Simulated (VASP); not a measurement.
# GaP (F-43m) in VASP: elastic constants with LDA

Aim: the elastic constants of GaP with LDA.

Program: VASP 6.6.1. These are calculated values, not measurements. Logs are shortened: lines on timing, memory, paths and dates and some standing lists are left out, and cuts for length are marked.

### 1 The cell of the first run

The structure is cubic, space group F-43m (No. 216). The conventional cell has a = 5.452 Å, b = 5.452 Å, c = 5.452 Å, α = 90.00°, β = 90.00°, γ = 90.00°. Ga (site symmetry -43m) has 4 P at 2.36 Å within 3.1 Å. Within 3.1 Å of P (site symmetry -43m) lie 4 Ga at 2.36 Å.

### 2 Elastic constants, LDA

File INCAR:

```
SYSTEM = GaP
ALGO     = Normal         ! electronic algorithm
EDIFF    = 1E-8           ! SCF threshold, eV
ENCUT    = 500            ! plane-wave cutoff, eV
GGA      = CA             ! functional
GGA_COMPAT= .FALSE.      
IBRION   = 6              ! ionic algorithm
ISIF     = 3              ! what is computed and relaxed
ISMEAR   = 0              ! smearing method
LASPH    = .TRUE.         ! aspherical terms in the spheres
LCHARG   = .FALSE.        ! write CHGCAR
LREAL    = .FALSE.        ! projectors in reciprocal space
LWAVE    = .FALSE.        ! write WAVECAR
NELM     = 120            ! most SCF steps
NFREE    = 2            
NSW      = 1              ! ionic steps
POTIM    = 0.015          ! step
PREC     = Accurate       ! precision mode
SIGMA    = 0.01           ! smearing width, eV
```

File KPOINTS:

```
k-points
0
G
  8 8 8
  0 0 0
```

File POSCAR:

```
GaP
1.0
    0.0000000000      2.7258124900      2.7258124900
    2.7258124900      0.0000000000      2.7258124900
    2.7258124900      2.7258124900      0.0000000000
Ga P
1 1
Direct
    0.0000000000      0.0000000000      0.0000000000
    0.7500000000      0.7500000000      0.7500000000
```

Potentials or basis: VASP PAW LDA potentials, release 64 (Ga_d, P).

Launch:

```console
> cat potpaw_LDA.64/Ga_d/POTCAR potpaw_LDA.64/P/POTCAR > POTCAR
> mpirun -np 1 vasp_std > vasp.out
```

OUTCAR:

```text
SYSTEM = GaP
   EDIFF = 1E-8
   ENCUT = 500
   GGA = CA
   IBRION = 6
   ISIF = 3
   ISMEAR = 0
   LASPH = .TRUE.
   LREAL = .FALSE.
   NELM = 120
   NFREE = 2
   NSW = 1
   POTIM = 0.015
   PREC = Accurate

 ion  position               nearest neighbor table
   1  0.000  0.000  0.000-   2 2.36   2 2.36   2 2.36   2 2.36
   2  0.750  0.750  0.750-   1 2.36   1 2.36   1 2.36   1 2.36

  LATTYP: Found a face centered cubic cell.
 ALAT       =     5.4516249800

  Lattice vectors:

 A1 = (   0.0000000000,   2.7258124900,   2.7258124900)
 A2 = (   2.7258124900,   0.0000000000,   2.7258124900)
 A3 = (   2.7258124900,   2.7258124900,   0.0000000000)

Analysis of symmetry for initial positions (statically):
=====================================================================
 Subroutine PRICEL returns:
 Original cell was already a primitive cell.

 Routine SETGRP: Setting up the symmetry group for a
 face centered cubic supercell.

 Subroutine GETGRP returns: Found 24 space group operations
 (whereof 24 operations were pure point group operations)
 out of a pool of 48 trial point group operations.

The static configuration has the point symmetry T_d .

Analysis of symmetry for dynamics (positions and initial velocities):
=====================================================================
 Subroutine PRICEL returns:
 Original cell was already a primitive cell.

 Routine SETGRP: Setting up the symmetry group for a
 face centered cubic supercell.

 Subroutine GETGRP returns: Found 24 space group operations
 (whereof 24 operations were pure point group operations)
 out of a pool of 48 trial point group operations.

The dynamic configuration has the point symmetry T_d .

 Subroutine INISYM returns: Found 24 space group operations
 (whereof 24 operations are pure point group operations),
 and found     1 'primitive' translations

----------------------------------------------------------------------------------------

                                     Primitive cell

  volume of cell :      40.5059

  direct lattice vectors                    reciprocal lattice vectors
     0.000000000  2.725812490  2.725812490    -0.183431546  0.183431546  0.183431546
     2.725812490  0.000000000  2.725812490     0.183431546 -0.183431546  0.183431546
     2.725812490  2.725812490  0.000000000     0.183431546  0.183431546 -0.183431546

  length of vectors
     3.854880992  3.854880992  3.854880992     0.317712758  0.317712758  0.317712758

  position of ions in fractional coordinates (direct lattice)
     0.000000000  0.000000000  0.000000000
     0.750000000  0.750000000  0.750000000

  ion indices of the primitive-cell ions
   primitive index   ion index
                 1           1
                 2           2

----------------------------------------------------------------------------------------

 KPOINTS: k-points

Automatic generation of k-mesh.
 Grid dimensions read from file:
 generate k-points for:    8    8    8

 Generating k-lattice:

  Cartesian coordinates                     Fractional coordinates (reciprocal lattice)
    -0.022928943  0.022928943  0.022928943     0.125000000  0.000000000  0.000000000
[... 111 lines left out ...]

  FORCE on cell =-STRESS in cart. coord.  units (eV):
  Direction    XX          YY          ZZ          XY          YZ          ZX
  --------------------------------------------------------------------------------------
  -------------------------------------------------------------------------------------
  Total       -0.6833106     -0.6833106     -0.6833106      0.0000000      0.0000000     -0.0000000
  in kB      -27.0278083    -27.0278083    -27.0278083      0.0000000      0.0000000     -0.0000000
  external PRESSURE =     -27.0278083 kB  Pullay stress =       0.0000000 kB
[... 89 lines left out ...]
  FREE ENERGIE OF THE ION-ELECTRON SYSTEM (eV)
  ---------------------------------------------------
  free  energy   TOTEN  =       -10.4462544226 eV

  energy  without entropy=      -10.4462544226  energy(sigma->0) =      -10.44625442

[... ionic steps 4 to 14 ...]

--------------------------------------- Ionic step       15  -------------------------------------------

 number of electron      18.0000009 magnetization

------------------------ aborting loop because EDIFF is reached ----------------------------------------
[... 67 lines left out ...]
--------------------------------------- Ionic step       17  -------------------------------------------

 number of electron      18.0000016 magnetization

 Free energy of the ion-electron system (eV)
  ---------------------------------------------------
  ext. energy  EPLUGINS =         0.00000000
  ---------------------------------------------------
  free energy    TOTEN  =       -10.43866904 eV

  energy without entropy =      -10.43866904  energy(sigma->0) =      -10.43866904

 E-fermi :   4.6504     XC(G=0): -10.1613

 val. band max:        4.5444131656   @ k =   0.0000   0.0000   0.0000
 cond. band min:       5.9882906627   @ k =   0.0000   0.5000   0.5000
 fundamental gap:      1.4438774971
 Fermi energy:         4.6503561586

 k-point     1 :       0.0000    0.0000    0.0000
  band No.  band energies     occupation
      1     -10.2079      2.00000
      2     -10.2060      2.00000
      3     -10.2036      2.00000
      4     -10.1079      2.00000
      5     -10.1079      2.00000
      6      -8.0060      2.00000
      7       4.4522      2.00000
      8       4.4994      2.00000
      9       4.5444      2.00000
     10       6.1306      0.00000
     11       8.2651      0.00000
     12       8.2907      0.00000
     13       8.3187      0.00000
[... 354 lines left out ...]
  band No.  band energies     occupation
      1     -10.2869      2.00000
      2     -10.1764      2.00000
      3     -10.1643      2.00000
      4     -10.1129      2.00000
      5     -10.1006      2.00000
      6      -5.5230      2.00000
      7      -1.9599      2.00000
      8       1.2602      2.00000
      9       2.5199      2.00000
     10       7.8310      0.00000
     11       8.6429      0.00000
     12      10.8784      0.00000
     13      12.2942      0.00000

 [... further k-points ...]

------------------------ aborting loop because EDIFF is reached ----------------------------------------

  FORCE on cell =-STRESS in cart. coord.  units (eV):
  Direction    XX          YY          ZZ          XY          YZ          ZX
  --------------------------------------------------------------------------------------
  -------------------------------------------------------------------------------------
  Total       -0.6825246     -0.6802310     -0.6802310      0.0000000     -0.1013098      0.0000000
  in kB      -26.9967174    -26.9059964    -26.9059964      0.0000000     -4.0072270      0.0000000
  external PRESSURE =     -26.9362367 kB  Pullay stress =       0.0000000 kB
[... 17 lines left out ...]
  FREE ENERGIE OF THE ION-ELECTRON SYSTEM (eV)
  ---------------------------------------------------
  free  energy   TOTEN  =       -10.4386690428 eV

  energy  without entropy=      -10.4386690428  energy(sigma->0) =      -10.43866904

 INTERNAL STRAIN TENSORS FROM STRAINED CELLS
 ============================================

 INTERNAL STRAIN TENSOR FOR ION    1 for displacements in x,y,z  (eV/Angst):
          X           Y           Z          XY          YZ          ZX
  --------------------------------------------------------------------------------
  x    -0.00000    -0.00000    -0.00000    -0.00000    -6.76698    -0.00000
  y    -0.00000    -0.00000    -0.00000    -0.00000     0.00000    -6.76671
  z    -0.00000    -0.00000    -0.00000    -6.76645     0.00000     0.00000

 INTERNAL STRAIN TENSORS FROM DISPLACED ATOMS
 ============================================

 INTERNAL STRAIN TENSOR FOR ION    1 for displacements in x,y,z  (eV/Angst):
          X           Y           Z          XY          YZ          ZX
  --------------------------------------------------------------------------------
  x     0.00000     0.00000     0.00000     0.00000    -6.76457     0.00000
  y     0.00000    -0.00000     0.00000     0.00000     0.00000    -6.76457
  z     0.00000     0.00000     0.00000    -6.76457     0.00000     0.00000

 INTERNAL STRAIN TENSOR FOR ION    2 for displacements in x,y,z  (eV/Angst):
          X           Y           Z          XY          YZ          ZX
  --------------------------------------------------------------------------------
  x     0.00000     0.00000     0.00000     0.00000     6.75737     0.00000
  y     0.00000     0.00000     0.00000     0.00000     0.00000     6.75737
  z     0.00000     0.00000     0.00000     6.75737     0.00000     0.00000

 Eigenvectors and eigenvalues of the dynamical matrix
 ----------------------------------------------------

   1 f  =   10.507499 THz    66.020564 2PiTHz  350.492444 cm-1    43.455505 meV
             X         Y         Z           dx          dy          dz
      0.000000  0.000000  0.000000     0.555178    0.000000   -0.000000
      4.088719  4.088719  4.088719    -0.831732   -0.000000   -0.000000
[... 21 lines left out ...]
   6 f/i=    0.007128 THz     0.044785 2PiTHz    0.237759 cm-1     0.029478 meV
             X         Y         Z           dx          dy          dz
      0.000000  0.000000  0.000000     0.297031    0.039507    0.775880
      4.088719  4.088719  4.088719     0.198267    0.026371    0.517897

--------------------------------------------------------------------------------------------------------

 ELASTIC MODULI CONTR FROM IONIC RELAXATION (kBar)
 Direction    XX          YY          ZZ          XY          YZ          ZX
 --------------------------------------------------------------------------------
 XX          -0.0000     -0.0000     -0.0000     -0.0000     -0.0000     -0.0000
 YY          -0.0000     -0.0000     -0.0000     -0.0000     -0.0000     -0.0000
 ZZ          -0.0000     -0.0000     -0.0000      0.0000     -0.0000     -0.0000
 XY          -0.0000     -0.0000      0.0000   -186.5138     -0.0000     -0.0000
 YZ          -0.0000     -0.0000     -0.0000     -0.0000   -186.5138     -0.0000
 ZX          -0.0000     -0.0000     -0.0000     -0.0000     -0.0000   -186.5138
 --------------------------------------------------------------------------------

 TOTAL ELASTIC MODULI (kBar)
 Direction    XX          YY          ZZ          XY          YZ          ZX
 --------------------------------------------------------------------------------
 XX        1325.1461    544.4237    544.4237     -0.0000     -0.0000     -0.0000
 YY         544.4237   1325.1461    544.4237     -0.0000     -0.0000     -0.0000
 ZZ         544.4237    544.4237   1325.1461     -0.0000     -0.0000     -0.0000
 XY          -0.0000     -0.0000     -0.0000    683.0539     -0.0000     -0.0000
 YZ          -0.0000     -0.0000     -0.0000     -0.0000    683.0539     -0.0000
 ZX          -0.0000     -0.0000     -0.0000     -0.0000     -0.0000    683.0539
 --------------------------------------------------------------------------------
```

It took 14 min on 1 thread of Intel Xeon 8259CL, shared host; peak memory 0.26 GiB.

Results:

```
Elastic constants C11, C12, C44                         : 133, 54, 68 GPa
Voigt bulk modulus                                      : 80 GPa
Highest phonon frequency at Γ, LO-TO splitting left out : 350 cm⁻¹
```

Phonon frequencies in cm⁻¹ (negative: imaginary):
```tsv
q point	frequencies
(0.000, 0.000, 0.000)	0 0 0 350 350 350
```

Elastic tensor in Voigt notation (GPa, in the Cartesian axes of the cell as first typed):
```
133  54  54   0   0   0
 54 133  54   0   0   0
 54  54 133   0   0   0
  0   0   0  68   0   0
  0   0   0   0  68   0
  0   0   0   0   0  68
```

Clamped-ion elastic tensor (GPa):
```
133  54  54   0   0   0
 54 133  54   0   0   0
 54  54 133   0   0   0
  0   0   0  87   0   0
  0   0   0   0  87   0
  0   0   0   0   0  87
```

Caveat: the cell is under stress, which shifts elastic constants.
